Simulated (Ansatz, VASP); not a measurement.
## Zn in VASP and in Ansatz

```
Zn
1.0
    -2.92813    2.59820    1.34926
     2.59820   -2.92813    1.34926
     3.07233    3.07233   -1.95351
Zn
2
Direct
  0.98564 0.01436 0.00000
  0.76436 0.23564 0.50000
```

Alike in both runs: task single point; functional BLYP; k mesh 17 × 17 × 9; occupations fermi-dirac, width 0.1 eV; no spin polarisation.

|  | VASP | Ansatz |
| --- | --- | --- |
| version | VASP 6.6.1 | Ansatz 0.2.0 |
| potentials or method | VASP PAW PBE potentials, release 64 (Zn), cutoff 520 eV | plane waves (420 eV) with PAW, scalar-relativistic |
| valence electrons in the cell | 24 | 24 |

VASP gave:

```
pressure (GPa)                                                : -2.8
traceless stress, the component that is largest in VASP (GPa) : -0.35
```

Q: Which values does Ansatz return?

A: Pressure (GPa): -2.8; traceless stress, the component that is largest in VASP (GPa): -0.40.

VASP's potentials were made for PBE, not for BLYP.
